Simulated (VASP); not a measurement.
# TiO2 (Cmm2) in VASP: further runs, part 2 of 2

VASP 6.6.1.

## 4. Single point, PBE (atom 1 (Ti) moved +0.375 Å along Cartesian [0 0 1])

INCAR

```
ALGO = Normal
EDIFF = 1E-7
ENCUT = 520
GGA = PE
ISIF = 2
ISMEAR = 0
LASPH = True
LCHARG = False
LREAL = False
LWAVE = False
NBANDS = 33
NELM = 80
PREC = Accurate
SIGMA = 0.05
```

KPOINTS

```
k-points
0
Gamma
  6 6 10
```

POSCAR

```
TiO2
1.0
    4.6430645122      0.0000000000      0.0000000000
    0.0000000000      4.6430645122      0.0000000000
    0.0000000000      0.0000000000      2.9640243990
Ti O
2 4
Direct
    0.0000000000      0.0000000000      0.1265171772
    0.5000000000      0.5000000000      0.5000000000
    0.3051105247      0.3051105247      0.0000000000
    0.1948894753      0.8051105247      0.5000000000
    0.6948894753      0.6948894753      0.0000000000
    0.8051105247      0.1948894753      0.5000000000
```

Potentials or basis: VASP PAW PBE potentials, release 64 (Ti_sv, O).

Launch:

```sh
cat potpaw_PBE.64/Ti_sv/POTCAR potpaw_PBE.64/O/POTCAR > POTCAR
mpirun -np 1 vasp_std > vasp.out
```

OUTCAR:

```text
EDIFF = 1E-7
   ENCUT = 520
   GGA = PE
   ISIF = 2
   ISMEAR = 0
   LASPH = True
   LREAL = False
   NELM = 80
   PREC = Accurate

 ion  position               nearest neighbor table
   1  0.000  0.000  0.127-   4 1.69   6 1.69   5 2.04   3 2.04   4 2.26   6 2.26
   2  0.500  0.500  0.500-   3 1.96   5 1.96   3 1.96   5 1.96   4 2.00   6 2.00
   3  0.305  0.305  0.000-   2 1.96   2 1.96   1 2.04
   4  0.195  0.805  0.500-   1 1.69   2 2.00   1 2.26
   5  0.695  0.695  0.000-   2 1.96   2 1.96   1 2.04
   6  0.805  0.195  0.500-   1 1.69   2 2.00   1 2.26

  LATTYP: Found a simple tetragonal cell.
 ALAT       =     4.6430645122
 C/A-ratio  =     0.6383767426

  Lattice vectors:

 A1 = (   4.6430645122,   0.0000000000,   0.0000000000)
 A2 = (   0.0000000000,   4.6430645122,   0.0000000000)
 A3 = (   0.0000000000,   0.0000000000,   2.9640243990)

Analysis of symmetry for initial positions (statically):
=====================================================================
 Subroutine PRICEL returns:
 Original cell was already a primitive cell.

 Routine SETGRP: Setting up the symmetry group for a
 simple tetragonal supercell.

 Subroutine GETGRP returns: Found  4 space group operations
 (whereof  4 operations were pure point group operations)
 out of a pool of 16 trial point group operations.

The static configuration has the point symmetry C_2v.

Analysis of symmetry for dynamics (positions and initial velocities):
=====================================================================
 Subroutine PRICEL returns:
 Original cell was already a primitive cell.

 Routine SETGRP: Setting up the symmetry group for a
 simple tetragonal supercell.

 Subroutine GETGRP returns: Found  4 space group operations
 (whereof  4 operations were pure point group operations)
 out of a pool of 16 trial point group operations.

The dynamic configuration has the point symmetry C_2v.

 Subroutine INISYM returns: Found  4 space group operations
 (whereof  4 operations are pure point group operations),
 and found     1 'primitive' translations

----------------------------------------------------------------------------------------

                                     Primitive cell

  volume of cell :      63.8986

  direct lattice vectors                    reciprocal lattice vectors
     4.643064512  0.000000000  0.000000000     0.215374996  0.000000000  0.000000000
     0.000000000  4.643064512  0.000000000     0.000000000  0.215374996  0.000000000
     0.000000000  0.000000000  2.964024399     0.000000000  0.000000000  0.337379139

  length of vectors
     4.643064512  4.643064512  2.964024399     0.215374996  0.215374996  0.337379139

  position of ions in fractional coordinates (direct lattice)
     0.000000000  0.000000000  0.126517177
     0.500000000  0.500000000  0.500000000
     0.305110525  0.305110525  0.000000000
     0.194889475  0.805110525  0.500000000
     0.694889475  0.694889475  0.000000000
     0.805110525  0.194889475  0.500000000

  ion indices of the primitive-cell ions
   primitive index   ion index
                 1           1
                 2           2
                 3           3
                 4           4
[... 22 lines left out ...]
     0.000000000  0.000000000  0.000000000

 Subroutine IBZKPT returns following result:
 ===========================================

 Found     78 irreducible k-points:

 Following reciprocal coordinates:
            Coordinates               Weight
  0.000000  0.000000  0.000000      1.000000
  0.166667  0.000000  0.000000      4.000000
  0.333333  0.000000  0.000000      4.000000
  0.500000  0.000000  0.000000      2.000000
  0.166667  0.166667  0.000000      2.000000
 -0.166667  0.166667  0.000000      2.000000
[... 16 lines left out ...]
  0.333333  0.333333  0.100000      4.000000
 -0.333333  0.333333  0.100000      4.000000
 [... further k-points ...]
   k-points           NKPTS =     78   k-points in BZ     NKDIM =     78   number of bands    NBANDS=     33
   number of dos      NEDOS =    301   number of ions     NIONS =      6
   total plane-waves  NPLWV =  31104
   dimension x,y,z NGX =    36 NGY =   36 NGZ =   24
   dimension x,y,z NGXF=    72 NGYF=   72 NGZF=   48
   ions per type =               2   4
   NGX,Y,Z   is equivalent  to a cutoff of  12.89, 12.89, 13.46 a.u.
   NGXF,Y,Z  is equivalent  to a cutoff of  25.78, 25.78, 26.92 a.u.
 SYSTEM =  unknown system
   PREC   = accura    normal or accurate (medium, high low for compatibility)
   ISTART =      0    job   : 0-new  1-cont  2-samecut
   ICHARG =      2    charge: 1-file 2-atom 10-const
   ISPIN  =      1    spin polarized calculation?
   LNONCOLLINEAR =      F non collinear calculations
   LSORBIT =      F    spin-orbit coupling
   LASPH  =      T    aspherical Exc in radial PAW
   ENCUT  =  520.0 eV  38.22 Ry    6.18 a.u.   8.63  8.63  5.51*2*pi/ulx,y,z
   NELM   =     80;   NELMIN=  2; NELMDL= -5     # of ELM steps
   EDIFF  = 0.1E-06   stopping-criterion for ELM
   LREAL  =      F    real-space projection
   EDIFFG = 0.1E-05   stopping-criterion for IOM
   NSW    =      0    number of steps for IOM
   IBRION =     -1    ionic relax: 0-MD 1-quasi-New 2-CG
   NFREE  =      0    steps in history (QN), initial steepest desc. (CG)
   ISIF   =      2    stress and relaxation
   ISYM   =      2    0-nonsym 1-usesym 2-fastsym
   POTIM  = 0.5000    time-step for ionic-motion
   TEBEG  =    0.0;   TEEND  =   0.0 temperature during run
   PSTRESS=    0.0 pullay stress
   NELECT =      48.0000    total number of electrons
   NUPDOWN=      -1.0000    fix difference up-down
   EMIN   =  10.00;   EMAX   =-10.00  energy-range for DOS
   EFERMI =   0.00;   METHOD = LEGACY
   ISMEAR =     0;   SIGMA  =   0.05  broadening in eV -4-tet -1-fermi 0-gaus
   EFERMI_NEDOS =   21; number of points for ismear=-14 and -15
   IALGO  =     38    algorithm
   IMIX   =      4    mixing-type and parameters
     AMIX     =   0.40;   BMIX     =  1.00
     AMIX_MAG =   1.60;   BMIX_MAG =  1.00
  volume/ion in A,a.u.               =      10.65        71.87
  Fermi-wavevector in a.u.,A,eV,Ry     =   1.488189  2.812270 30.132923  2.214707
  Thomas-Fermi vector in A             =   2.601255
   LORBIT       =      0    0 simple, 1 ext, 2 COOP (PROOUT), +10 PAW based schemes
   GGA     = PE    functional components
   LHFCALC =     F    Hartree Fock is set to
   AEXX    =    0.0000 exact exchange contribution
   IVDW    =     0    specifies the selected vdW correction
   LEPSILON=     F    determine dielectric tensor
   LRPA    =     F    only Hartree local field effects (RPA)
 non-spin polarized calculation
 Gauss-broadening in eV      SIGMA  =   0.05
  energy-cutoff  :      520.00
  volume of cell :       63.90
 maximum number of plane-waves:      1748
 NGX is ok and might be reduce to    36
   NGX = 17   NGY = 17   NGZ = 11

 number of electron      48.0000021 magnetization

 Free energy of the ion-electron system (eV)
  ---------------------------------------------------
  ext. energy  EPLUGINS =         0.00000000
  ---------------------------------------------------
  free energy    TOTEN  =       -53.19154108 eV

  energy without entropy =      -53.19154108  energy(sigma->0) =      -53.19154108

 E-fermi :   4.5173     XC(G=0): -11.2396

 val. band max:        4.2659501724   @ k =   0.0000   0.0000   0.0000
 cond. band min:       6.5749877973   @ k =   0.5000   0.0000   0.5000
 fundamental gap:      2.3090376249
 Fermi energy:         4.5173161324

 k-point     1 :       0.0000    0.0000    0.0000
  band No.  band energies     occupation
      1     -52.4383      2.00000
      2     -51.6762      2.00000
      3     -28.6892      2.00000
      4     -28.6764      2.00000
      5     -28.5003      2.00000
      6     -28.1941      2.00000
[... 853 lines left out ...]
     32      10.4584      0.00000
     33      10.7716      0.00000

 [... further k-points ...]
[... 5 lines left out ...]
  --------------------------------------------------------------------------------------
  -------------------------------------------------------------------------------------
  Total        3.8699721      3.8699721      5.4313569     -3.9339894      0.0000000      0.0000000
  in kB       97.0347304     97.0347304    136.1845100    -98.6398857      0.0000000      0.0000000
  external PRESSURE =     110.0846570 kB  Pullay stress =       0.0000000 kB

 VOLUME and BASIS-vectors are now :
 -----------------------------------------------------------------------------
  energy-cutoff  :      520.00
  volume of cell :       63.90
      direct lattice vectors                 reciprocal lattice vectors
     4.643064512  0.000000000  0.000000000     0.215374996  0.000000000  0.000000000
     0.000000000  4.643064512  0.000000000     0.000000000  0.215374996  0.000000000
     0.000000000  0.000000000  2.964024399     0.000000000  0.000000000  0.337379139

 POSITION                                       TOTAL-FORCE (eV/Angst)
 -----------------------------------------------------------------------------------
      0.00000      0.00000      0.37500         0.000000      0.000000     -4.632131
      2.32153      2.32153      1.48201         0.000000      0.000000      0.133624
      1.41665      1.41665      0.00000         0.049640      0.049640      0.159665
      0.90488      3.73818      1.48201         1.642078     -1.642078      2.089588
      3.22642      3.22642      0.00000        -0.049640     -0.049640      0.159665
      3.73818      0.90488      1.48201        -1.642078      1.642078      2.089588
 -----------------------------------------------------------------------------------
    total drift:                                0.000000      0.000000      0.000047

  FREE ENERGIE OF THE ION-ELECTRON SYSTEM (eV)
  ---------------------------------------------------
  free  energy   TOTEN  =       -53.1915410846 eV

  energy  without entropy=      -53.1915410846  energy(sigma->0) =      -53.19154108
```

OSZICAR:

```text
N       E                     dE             d eps       ncg     rms          rms(c)
DAV:   1     0.651368925054E+03    0.65137E+03   -0.23382E+04  5156   0.170E+03
DAV:   2     0.311292880480E+02   -0.62024E+03   -0.57172E+03  5594   0.513E+02
DAV:   3    -0.642622358772E+02   -0.95392E+02   -0.93333E+02  6994   0.189E+02
DAV:   4    -0.695376463887E+02   -0.52754E+01   -0.52643E+01  7639   0.423E+01
DAV:   5    -0.697261344106E+02   -0.18849E+00   -0.18847E+00  6677   0.667E+00    0.343E+01
DAV:   6    -0.535960791610E+02    0.16130E+02   -0.73737E+01  6995   0.912E+01    0.121E+01
DAV:   7    -0.534636445076E+02    0.13243E+00   -0.14779E+01  7212   0.361E+01    0.107E+01
DAV:   8    -0.531618727674E+02    0.30177E+00   -0.97634E-01  6851   0.110E+01    0.490E+00
DAV:   9    -0.532155317727E+02   -0.53659E-01   -0.45168E-01  7913   0.614E+00    0.186E+00
DAV:  10    -0.532044109219E+02    0.11121E-01   -0.75968E-02  7581   0.318E+00    0.131E+00
DAV:  11    -0.531942197434E+02    0.10191E-01   -0.61459E-02  6306   0.334E+00    0.505E-01
DAV:  12    -0.531914839849E+02    0.27358E-02   -0.90081E-03  6755   0.942E-01    0.778E-02
DAV:  13    -0.531915608688E+02   -0.76884E-04   -0.64714E-04  6482   0.249E-01    0.543E-02
DAV:  14    -0.531915386475E+02    0.22221E-04   -0.10647E-04  6265   0.128E-01    0.114E-02
DAV:  15    -0.531915404556E+02   -0.18081E-05   -0.16191E-05  8034   0.356E-02    0.755E-03
DAV:  16    -0.531915410791E+02   -0.62353E-06   -0.35629E-06  6297   0.162E-02    0.295E-03
DAV:  17    -0.531915410846E+02   -0.54133E-08   -0.40907E-07  5141   0.586E-03
   1 F= -.53191541E+02 E0= -.53191541E+02  d E =-.827731E-15
```

Run time: 2.4 min. Hardware: 1 thread of Intel Xeon Platinum 8488C (Sapphire Rapids), shared host; peak memory 0.26 GiB.

Results:

```yaml
Free_energy: -53.1915 eV
Pressure: 11.0 GPa
Largest_force: 4.632 eV/Å
Band_gap_on_the_k_mesh: 2.31 eV, indirect (least direct gap 2.46 eV)
```

Forces on the atoms (eV/Å):
```
Ti   0.000  0.000 -4.632
Ti   0.000  0.000  0.134
O    0.050  0.050  0.160
O    1.642 -1.642  2.090
O   -0.050 -0.050  0.160
O   -1.642  1.642  2.090
```

Stress tensor (GPa, compression positive):
```
 9.70 -9.86  0.00
-9.86  9.70  0.00
 0.00  0.00 13.62
```

Caveat: the cell differs from its parent crystal (atom 1 (Ti) moved +0.375 Å along Cartesian [0 0 1]); forces of over 1 eV/Å act on the atoms, so gaps and moduli don't describe the material at rest.
